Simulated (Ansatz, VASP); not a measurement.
# One calculation of BeTe, two programs

The input INCAR:

```
PREC     = Accurate       # precision mode
ENCUT    = 520            # plane-wave cutoff, eV
EDIFF    = 1E-6           # SCF threshold, eV
ISMEAR   = 0              # smearing method
SIGMA    = 0.01           # smearing width, eV
LREAL    = False          # projectors in reciprocal space
LASPH    = True           # aspherical terms in the spheres
NELM     = 80             # most SCF steps
ALGO     = Normal         # electronic algorithm
ISIF     = 2              # what is computed and relaxed
LWAVE    = False          # write WAVECAR
LCHARG   = False          # write CHGCAR
GGA      = PE             # functional
NBANDS   = 11             # bands
```

KPOINTS

```
regular mesh
0
Gamma
  6 6 6
```

The input POSCAR:

```
BeTe
1.0
    0.0000000000      2.8286228801      2.8286228801
    2.8286228801      0.0000000000      2.8286228801
    2.8286228801      2.8286228801      0.0000000000
Be Te
1 1
Direct
    0.0000000000      0.0000000000      0.0000000000
    0.2500000000      0.2500000000      0.2500000000
```

Input for Ansatz:

```yaml
crystal:
  lattice:
    - [0.0, 2.8286228801, 2.8286228801]
    - [2.8286228801, 0.0, 2.8286228801]
    - [2.8286228801, 2.8286228801, 0.0]
  atoms:
    - { symbol: Be, position: [0.0, 0.0, 0.0] }
    - { symbol: Te, position: [0.25, 0.25, 0.25] }
kpoints:
  mp_grid: { grid: [6, 6, 6] }
hamiltonian:
  xc: pbe
scf:
  occupations: { method: fixed }
  n_extra_bands: 4
output:
  forces: true
  stress: true
  eigenvalues: true
```

Alike in both runs: task single point; functional PBE; k mesh 6 × 6 × 6; no spin polarisation.

|  | VASP | Ansatz |
| --- | --- | --- |
| version | VASP 6.6.1 | Ansatz 0.2.0 |
| potentials or method | VASP PAW PBE potentials, release 64 (Be, Te) | plane waves, PAW |
| plane-wave cutoff (eV) | 520 | 420 |
| occupations | gaussian, width 0.01 eV | fixed |
| valence electrons in the cell | 8 | 18 |

VASP gave:

| Quantity | Value |
| --- | --- |
| gap on the k mesh at the Fermi level (eV) | 2.01 |
| pressure (GPa) | 0.4 |

**Question.** What did Ansatz give for the same quantities?

**Answer.** gap on the k mesh at the Fermi level (eV): 2.02; pressure (GPa): 0.2.

VASP's potentials hold 8 valence electrons a cell and Ansatz's 18, so a difference there can come from the potentials and not from the codes.

Neither program's run includes spin-orbit coupling.
